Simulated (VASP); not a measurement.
# MgI2 (fluorite type) (Fm-3m) in VASP: further runs

The runs below take MgI2 (fluorite type) through single point, relaxation of cell and atoms, with PBE.

Everything below comes from runs of VASP 6.6.1. Logs are shortened: lines on timing, memory, paths and dates and some standing lists are left out, and cuts for length are marked.

## (1) The cell of the first run

It takes space group Fm-3m (No. 225, cubic). Conventional cell: a = 7.527 Å, b = 7.527 Å, c = 7.527 Å, α = 90.00°, β = 90.00°, γ = 90.00°. Within 4.3 Å of Mg (site symmetry m-3m) lie 8 I at 3.26 Å. I (site symmetry -43m) has 4 Mg at 3.26 Å and 6 I at 3.76 Å within 4.3 Å.

## (2) Single point, PBE

INCAR

```
PREC     = Accurate       # precision mode
ENCUT    = 520            # plane-wave cutoff, eV
EDIFF    = 1E-7           # SCF threshold, eV
ISMEAR   = -1             # smearing method
SIGMA    = 0.03           # smearing width, eV
LREAL    = False          # projectors in reciprocal space
LASPH    = True           # aspherical terms in the spheres
NELM     = 100            # most SCF steps
ALGO     = Normal         # electronic algorithm
ISIF     = 2              # what is computed and relaxed
LWAVE    = False          # write WAVECAR
LCHARG   = False          # write CHGCAR
GGA      = PE             # functional
NBANDS   = 15             # bands
```

KPOINTS

```
regular mesh
0
Gamma
  10 10 10
```

POSCAR

```
MgI2
1.0
    0.0000000000      3.7637298411      3.7637298411
    3.7637298411      0.0000000000      3.7637298411
    3.7637298411      3.7637298411      0.0000000000
Mg I
1 2
Direct
    0.0000000000      0.0000000000      0.0000000000
    0.2500000000      0.2500000000      0.2500000000
    0.7500000000      0.7500000000      0.7500000000
```

Potentials or basis: VASP PAW PBE potentials, release 64 (Mg, I).

The run is started by

```
$ cat potpaw_PBE.64/Mg/POTCAR potpaw_PBE.64/I/POTCAR > POTCAR
$ mpirun -np 1 vasp_std > vasp.out
```

OUTCAR:

```text
PREC = Accurate
   ENCUT = 520
   EDIFF = 1E-7
   ISMEAR = -1
   LREAL = False
   LASPH = True
   NELM = 100
   ISIF = 2
   GGA = PE

 ion  position               nearest neighbor table
   1  0.000  0.000  0.000-   3 3.26   3 3.26   3 3.26   2 3.26   3 3.26   2 3.26   2 3.26   2 3.26

   2  0.250  0.250  0.250-   1 3.26   1 3.26   1 3.26   1 3.26
   3  0.750  0.750  0.750-   1 3.26   1 3.26   1 3.26   1 3.26

  LATTYP: Found a face centered cubic cell.
 ALAT       =     7.5274596822

  Lattice vectors:

 A1 = (   0.0000000000,   3.7637298411,   3.7637298411)
 A2 = (   3.7637298411,   0.0000000000,   3.7637298411)
 A3 = (   3.7637298411,   3.7637298411,   0.0000000000)

Analysis of symmetry for initial positions (statically):
=====================================================================
 Subroutine PRICEL returns:
 Original cell was already a primitive cell.

 Routine SETGRP: Setting up the symmetry group for a
 face centered cubic supercell.

 Subroutine GETGRP returns: Found 48 space group operations
 (whereof 48 operations were pure point group operations)
 out of a pool of 48 trial point group operations.

The static configuration has the point symmetry O_h .

Analysis of symmetry for dynamics (positions and initial velocities):
=====================================================================
 Subroutine PRICEL returns:
 Original cell was already a primitive cell.

 Routine SETGRP: Setting up the symmetry group for a
 face centered cubic supercell.

 Subroutine GETGRP returns: Found 48 space group operations
 (whereof 48 operations were pure point group operations)
 out of a pool of 48 trial point group operations.

The dynamic configuration has the point symmetry O_h .

 Subroutine INISYM returns: Found 48 space group operations
 (whereof 48 operations are pure point group operations),
 and found     1 'primitive' translations

----------------------------------------------------------------------------------------

                                     Primitive cell

  volume of cell :     106.6315

  direct lattice vectors                    reciprocal lattice vectors
     0.000000000  3.763729841  3.763729841    -0.132846942  0.132846942  0.132846942
     3.763729841  0.000000000  3.763729841     0.132846942 -0.132846942  0.132846942
     3.763729841  3.763729841  0.000000000     0.132846942  0.132846942 -0.132846942

  length of vectors
     5.322717786  5.322717786  5.322717786     0.230097653  0.230097653  0.230097653

  position of ions in fractional coordinates (direct lattice)
     0.000000000  0.000000000  0.000000000
     0.250000000  0.250000000  0.250000000
     0.750000000  0.750000000  0.750000000

  ion indices of the primitive-cell ions
   primitive index   ion index
                 1           1
                 2           2
                 3           3

----------------------------------------------------------------------------------------

 KPOINTS: regular mesh

Automatic generation of k-mesh.
 Grid dimensions read from file:
 generate k-points for:   10   10   10

 Generating k-lattice:

  Cartesian coordinates                     Fractional coordinates (reciprocal lattice)
    -0.013284694  0.013284694  0.013284694     0.100000000  0.000000000  0.000000000
     0.013284694 -0.013284694  0.013284694     0.000000000  0.100000000  0.000000000
     0.013284694  0.013284694 -0.013284694     0.000000000  0.000000000  0.100000000

  Length of vectors
     0.023009765  0.023009765  0.023009765

  Shift w.r.t. Gamma in fractional coordinates (k-lattice)
     0.000000000  0.000000000  0.000000000

 Subroutine IBZKPT returns following result:
 ===========================================

 Found     47 irreducible k-points:

 Following reciprocal coordinates:
            Coordinates               Weight
  0.000000  0.000000  0.000000      1.000000
  0.100000  0.000000  0.000000      8.000000
  0.200000  0.000000  0.000000      8.000000
  0.300000  0.000000  0.000000      8.000000
  0.400000  0.000000  0.000000      8.000000
  0.500000  0.000000  0.000000      4.000000
[... 16 lines left out ...]
  0.300000  0.300000  0.000000      6.000000
  0.400000  0.300000  0.000000     24.000000
 [... further k-points ...]
   k-points           NKPTS =     47   k-points in BZ     NKDIM =     47   number of bands    NBANDS=     15
   number of dos      NEDOS =    301   number of ions     NIONS =      3
   total plane-waves  NPLWV =  64000
   dimension x,y,z NGX =    40 NGY =   40 NGZ =   40
   dimension x,y,z NGXF=    80 NGYF=   80 NGZF=   80
   ions per type =               1   2
   NGX,Y,Z   is equivalent  to a cutoff of  12.49, 12.49, 12.49 a.u.
   NGXF,Y,Z  is equivalent  to a cutoff of  24.99, 24.99, 24.99 a.u.
 SYSTEM =  unknown system
   PREC   = accura    normal or accurate (medium, high low for compatibility)
   ISTART =      0    job   : 0-new  1-cont  2-samecut
   ICHARG =      2    charge: 1-file 2-atom 10-const
   ISPIN  =      1    spin polarized calculation?
   LNONCOLLINEAR =      F non collinear calculations
   LSORBIT =      F    spin-orbit coupling
   LASPH  =      T    aspherical Exc in radial PAW
   ENCUT  =  520.0 eV  38.22 Ry    6.18 a.u.   9.90  9.90  9.90*2*pi/ulx,y,z
   NELM   =    100;   NELMIN=  2; NELMDL= -5     # of ELM steps
   EDIFF  = 0.1E-06   stopping-criterion for ELM
   LREAL  =      F    real-space projection
   EDIFFG = 0.1E-05   stopping-criterion for IOM
   NSW    =      0    number of steps for IOM
   IBRION =     -1    ionic relax: 0-MD 1-quasi-New 2-CG
   NFREE  =      0    steps in history (QN), initial steepest desc. (CG)
   ISIF   =      2    stress and relaxation
   ISYM   =      2    0-nonsym 1-usesym 2-fastsym
   POTIM  = 0.5000    time-step for ionic-motion
   TEBEG  =    0.0;   TEEND  =   0.0 temperature during run
   PSTRESS=    0.0 pullay stress
   NELECT =      16.0000    total number of electrons
   NUPDOWN=      -1.0000    fix difference up-down
   EMIN   =  10.00;   EMAX   =-10.00  energy-range for DOS
   EFERMI =   0.00;   METHOD = LEGACY
   ISMEAR =    -1;   SIGMA  =   0.03  broadening in eV -4-tet -1-fermi 0-gaus
   EFERMI_NEDOS =   21; number of points for ismear=-14 and -15
   IALGO  =     38    algorithm
   IMIX   =      4    mixing-type and parameters
     AMIX     =   0.40;   BMIX     =  1.00
     AMIX_MAG =   1.60;   BMIX_MAG =  1.00
  volume/ion in A,a.u.               =      35.54       239.86
  Fermi-wavevector in a.u.,A,eV,Ry     =   0.869934  1.643937 10.296691  0.756785
  Thomas-Fermi vector in A             =   1.988827
   LORBIT       =      0    0 simple, 1 ext, 2 COOP (PROOUT), +10 PAW based schemes
   GGA     = PE    functional components
   LHFCALC =     F    Hartree Fock is set to
   AEXX    =    0.0000 exact exchange contribution
   IVDW    =     0    specifies the selected vdW correction
   LEPSILON=     F    determine dielectric tensor
   LRPA    =     F    only Hartree local field effects (RPA)
 non-spin polarized calculation
  energy-cutoff  :      520.00
  volume of cell :      106.63
 maximum number of plane-waves:      2884
   NGX = 19   NGY = 19   NGZ = 19

 number of electron      16.0000001 magnetization

 Free energy of the ion-electron system (eV)
  ---------------------------------------------------
  ext. energy  EPLUGINS =         0.00000000
  ---------------------------------------------------
  free energy    TOTEN  =        -6.40266555 eV

  energy without entropy =       -6.40266531  energy(sigma->0) =       -6.40266543

 E-fermi :   3.5071     XC(G=0):  -8.0940

 val. band max:        3.1943493964   @ k =   0.5000   0.5000   0.0000
 cond. band min:       3.7648790064   @ k =   0.0000   0.0000   0.0000
 fundamental gap:      0.5705296100
 Fermi energy:         3.5070797284

 k-point     1 :       0.0000    0.0000    0.0000
  band No.  band energies     occupation
      1      -9.7051      2.00000
      2      -8.1694      2.00000
      3       0.2692      2.00000
      4       0.2692      2.00000
      5       0.2692      2.00000
      6       2.0988      2.00000
      7       2.0988      2.00000
      8       2.0988      2.00000
      9       3.7649      0.00037
     10       6.3225      0.00000
     11       6.3225      0.00000
     12       6.3225      0.00000
     13       8.3959      0.00000
     14       8.3959      0.00000
     15       9.7727      0.00000

 k-point     2 :       0.1000    0.0000    0.0000
  band No.  band energies     occupation
      1      -9.6695      2.00000
      2      -8.2088      2.00000
      3       0.2482      2.00000
      4       0.2860      2.00000
      5       0.2860      2.00000
      6       1.7779      2.00000
      7       2.0065      2.00000
      8       2.0065      2.00000
      9       4.1691      0.00000
     10       6.3952      0.00000
     11       6.4299      0.00000
     12       6.4299      0.00000
     13       8.6011      0.00000
     14       8.6011      0.00000
     15      10.0570      0.00000

 k-point     3 :       0.2000    0.0000    0.0000
  band No.  band energies     occupation
      1      -9.5656      2.00000
      2      -8.3227      2.00000
      3       0.1740      2.00000
      4       0.3404      2.00000
      5       0.3404      2.00000
      6       1.2747      2.00000
      7       1.7668      2.00000
      8       1.7668      2.00000
      9       4.8440      0.00000
     10       6.7492      0.00000
     11       6.7492      0.00000
     12       6.7599      0.00000
     13       9.1543      0.00000
     14       9.1543      0.00000
     15      10.7398      0.00000
[... 343 lines left out ...]
 k-point    23 :       0.3000    0.3000    0.0000
  band No.  band energies     occupation
      1      -9.3580      2.00000
      2      -8.4914      2.00000
      3      -0.6883      2.00000
      4      -0.2847      2.00000
      5      -0.2847      2.00000
      6       1.9506      2.00000
      7       2.4864      2.00000
      8       2.4864      2.00000
      9       4.4685      0.00000
     10       6.5524      0.00000
     11       8.2897      0.00000
     12       8.2897      0.00000
     13       9.1962      0.00000
     14      10.4306      0.00000
     15      11.8958      0.00000

 k-point    24 :       0.4000    0.3000    0.0000
  band No.  band energies     occupation
      1      -9.2525      2.00000
      2      -8.5814      2.00000
      3      -1.0546      2.00000
      4      -0.3530      2.00000
      5      -0.3382      2.00000
      6       2.3439      2.00000
      7       2.4330      2.00000
      8       2.4740      2.00000
      9       4.5285      0.00000
     10       6.9911      0.00000
     11       8.7405      0.00000
     12       8.7965      0.00000
     13       9.6118      0.00000
     14      10.1046      0.00000
     15      11.3595      0.00000

 [... further k-points ...]

------------------------ aborting loop because EDIFF is reached ----------------------------------------

  FORCE on cell =-STRESS in cart. coord.  units (eV):
  Direction    XX          YY          ZZ          XY          YZ          ZX
  --------------------------------------------------------------------------------------
  -------------------------------------------------------------------------------------
  Total       -0.0158707     -0.0158707     -0.0158707     -0.0000000      0.0000000      0.0000000
  in kB       -0.2384627     -0.2384627     -0.2384627     -0.0000000      0.0000000      0.0000000
  external PRESSURE =      -0.2384627 kB  Pullay stress =       0.0000000 kB

 VOLUME and BASIS-vectors are now :
 -----------------------------------------------------------------------------
  energy-cutoff  :      520.00
  volume of cell :      106.63
      direct lattice vectors                 reciprocal lattice vectors
     0.000000000  3.763729841  3.763729841    -0.132846942  0.132846942  0.132846942
     3.763729841  0.000000000  3.763729841     0.132846942 -0.132846942  0.132846942
     3.763729841  3.763729841  0.000000000     0.132846942  0.132846942 -0.132846942

 POSITION                                       TOTAL-FORCE (eV/Angst)
 -----------------------------------------------------------------------------------
      0.00000      0.00000      0.00000         0.000000     -0.000000     -0.000000
      1.88186      1.88186      1.88186         0.000000      0.000000     -0.000000
      5.64559      5.64559      5.64559        -0.000000     -0.000000      0.000000
 -----------------------------------------------------------------------------------
    total drift:                                0.000000     -0.000000      0.000000

  FREE ENERGIE OF THE ION-ELECTRON SYSTEM (eV)
  ---------------------------------------------------
  free  energy   TOTEN  =        -6.4026655526 eV

  energy  without entropy=       -6.4026653060  energy(sigma->0) =       -6.40266543
```

Run time: 31 s. Hardware: 1 thread of Intel Xeon 6975P-C (Granite Rapids), shared host; peak memory 0.27 GiB.

Results:

```yaml
Free_energy: -6.4027 eV
Pressure: 0.0 GPa
Band_gap_on_the_k_mesh: 0.57 eV, indirect (least direct gap 1.07 eV)
```

Caveat: spin-orbit coupling is left out, which moves the levels of the heavy elements. A k mesh can miss the band edges.

## (3) Single point, PBE

INCAR

```
SYSTEM = MgI2
PREC = Accurate
ENCUT = 520
EDIFF = 1E-6
ISMEAR = -1
SIGMA = 0.03
LREAL = .False.
LASPH = .True.
NELM = 100
ALGO = Normal
ISIF = 2
LWAVE = .False.
LCHARG = .True.
GGA = PE
LELF = .True.
LVHAR = .True.
NBANDS = 15
```

KPOINTS

```
Automatic mesh
0
Gamma
  10 10 10
  0 0 0
```

POSCAR is that of step 2.

Potentials or basis: VASP PAW PBE potentials, release 64 (Mg, I).

The run is started by

```
$ cat potpaw_PBE.64/Mg/POTCAR potpaw_PBE.64/I/POTCAR > POTCAR
$ mpirun -np 1 vasp_std > vasp.out
```

Run time: 39 s. Hardware: 1 thread of Intel Xeon 6975P-C (Granite Rapids), shared host; peak memory 0.27 GiB.

It converged, with:

```
Free energy            : -6.4027 eV
Pressure               : 0.0 GPa
Band gap on the k mesh : 0.57 eV, indirect (least direct gap 1.07 eV)
```

Levels at points of the mesh, in eV from the valence-band top:
```csv
k point,band 6,band 7,band 8,band 9,band 10,band 11
"(0.00, 0.00, 0.00)",-1.10,-1.10,-1.10,0.57,3.13,3.13
"(0.50, 0.00, 0.00)",-2.47,-2.23,-2.23,2.64,5.07,5.07
"(0.50, 0.50, 0.00)",-0.49,-0.49,0.00,1.07,4.08,6.41
```

Caveat: spin-orbit coupling is left out, which moves the levels of the heavy elements.

## (4) Relaxation of cell and atoms, PBE

This run uses another cell than the first one, of 23.19 Å³/atom, 0.652 times its volume.

INCAR

```
  PREC = Accurate
  ENCUT = 600
  EDIFF = 1E-6
  ISMEAR = -1
  SIGMA = 0.03
  LREAL = F
  LASPH = T
  NELM = 100
  ALGO = Normal
  ISIF = 3
  LWAVE = F
  LCHARG = F
  GGA = PE
  IBRION = 2
  NSW = 100
  EDIFFG = -0.005
```

KPOINTS

```
regular mesh
0
Gamma
  10 10 10
```

POSCAR

```
MgI2
1.0
    0.0000000000      3.2642902709      3.2642902709
    3.2642902709      0.0000000000      3.2642902709
    3.2642902709      3.2642902709      0.0000000000
Mg I
1 2
Direct
    0.0000000000      0.0000000000      0.0000000000
    0.2500000000      0.2500000000      0.2500000000
    0.7500000000      0.7500000000      0.7500000000
```

Potentials or basis: VASP PAW PBE potentials, release 64 (Mg, I).

The run is started by

```
$ cat potpaw_PBE.64/Mg/POTCAR potpaw_PBE.64/I/POTCAR > POTCAR
$ mpirun -np 1 vasp_std > vasp.out
```

OUTCAR:

```text
PREC = Accurate
   ENCUT = 600
   EDIFF = 1E-6
   ISMEAR = -1
   LREAL = F
   LASPH = T
   NELM = 100
   ISIF = 3
   GGA = PE
   IBRION = 2
   NSW = 100
   EDIFFG = -0.005

 ion  position               nearest neighbor table
   1  0.000  0.000  0.000-   3 2.83   3 2.83   3 2.83   2 2.83   3 2.83   2 2.83   2 2.83   2 2.83

   2  0.250  0.250  0.250-   1 2.83   1 2.83   1 2.83   1 2.83   3 3.26   3 3.26   3 3.26   3 3.26
                             3 3.26   3 3.26
   3  0.750  0.750  0.750-   1 2.83   1 2.83   1 2.83   1 2.83   2 3.26   2 3.26   2 3.26   2 3.26
                             2 3.26   2 3.26

  LATTYP: Found a face centered cubic cell.
 ALAT       =     6.5285805418

  Lattice vectors:

 A1 = (   0.0000000000,   3.2642902709,   3.2642902709)
 A2 = (   3.2642902709,   0.0000000000,   3.2642902709)
 A3 = (   3.2642902709,   3.2642902709,   0.0000000000)

Analysis of symmetry for initial positions (statically):
[... 192 lines left out ...]
      6       6.5645      2.00000
      7       6.5645      2.00000
      8       6.5645      2.00000
      9      10.1508      0.00000
     10      10.1508      0.00000
     11      10.1508      0.00000
     12      10.6576      0.00000
[... 529 lines left out ...]
--------------------------------------- Ionic step        6  -------------------------------------------

 number of electron      16.0000001 magnetization

 Free energy of the ion-electron system (eV)
  ---------------------------------------------------
  ext. energy  EPLUGINS =         0.00000000
  ---------------------------------------------------
  free energy    TOTEN  =        -6.40170756 eV

  energy without entropy =       -6.40170733  energy(sigma->0) =       -6.40170744

 E-fermi :   3.5238     XC(G=0):  -8.0995

 val. band max:        3.2095634193   @ k =   0.5000   0.5000   0.0000
 cond. band min:       3.7831991802   @ k =   0.0000   0.0000   0.0000
 fundamental gap:      0.5736357609
 Fermi energy:         3.5237931866

 k-point     1 :       0.0000    0.0000    0.0000
  band No.  band energies     occupation
      1      -9.6980      2.00000
      2      -8.1565      2.00000
      3       0.2774      2.00000
      4       0.2774      2.00000
      5       0.2774      2.00000
      6       2.1110      2.00000
      7       2.1110      2.00000
      8       2.1110      2.00000
      9       3.7832      0.00035
     10       6.3336      0.00000
     11       6.3336      0.00000
     12       6.3336      0.00000
[... 375 lines left out ...]
  FREE ENERGIE OF THE ION-ELECTRON SYSTEM (eV)
  ---------------------------------------------------
  free  energy   TOTEN  =        -6.4017075610 eV

  energy  without entropy=       -6.4017073262  energy(sigma->0) =       -6.40170744

 reached required accuracy - stopping structural energy minimisation
```

CONTCAR:

```text
MgI2
   1.00000000000000
    -0.0000000000000000    3.7619324356214578    3.7619324356214574
     3.7619324356214578   -0.0000000000000000    3.7619324356214574
     3.7619324356214578    3.7619324356214578    0.0000000000000000
  Mg              I
     1     2
Direct
     0.0000000000000000    0.0000000000000000    0.0000000000000000
     0.2500000000000000    0.2500000000000000    0.2500000000000000
     0.7500000000000000    0.7500000000000000    0.7500000000000000

  0.00000000E+00  0.00000000E+00  0.00000000E+00
  0.00000000E+00  0.00000000E+00  0.00000000E+00
  0.00000000E+00  0.00000000E+00  0.00000000E+00
```

Run time: 2 min. Hardware: 1 thread of Intel Xeon 6975P-C (Granite Rapids), shared host; peak memory 0.28 GiB.

Results:

```yaml
Free_energy: -6.4017 eV
Relaxed_volume: 35.49 Å³/atom
Relaxed_cell: a = 5.320 Å, b = 5.320 Å, c = 5.320 Å, α = 60.00°, β = 60.00°, γ = 60.00°
Space_group_after_relaxing_to_0.05_Å: Fm-3m (No. 225)
Energy_gained_by_relaxing: 826.8 meV/atom
Ionic_steps: 6
Pressure_after_relaxing: 0.0 GPa
Band_gap_on_the_k_mesh: 0.57 eV, indirect (least direct gap 1.07 eV)
```

The path:
```
step  energy change (eV)  largest force (eV/Å)  pressure (GPa)  volume (Å³)
   1              0.0000                0.0000           30.53        69.57
   2             -2.2842                0.0000           -3.07       124.21
   3             -2.4793                0.0000            0.33       105.37
   4             -2.4804                0.0000           -0.08       106.87
   5             -2.4805                0.0000           -0.02       106.59
   6             -2.4805                0.0000            0.01       106.48
```

Final structure:
```xyz
3
Lattice="0.0000 3.7619 3.7619 3.7619 0.0000 3.7619 3.7619 3.7619 0.0000" Properties=species:S:1:pos:R:3 pbc="T T T"
Mg    0.0000    0.0000    0.0000
I     1.8810    1.8810    1.8810
I     5.6429    5.6429    5.6429
```

Caveat: the volume moved by over 15 % at a fixed basis, so the end points are rough; spin-orbit coupling is left out, which moves the levels of the heavy elements.
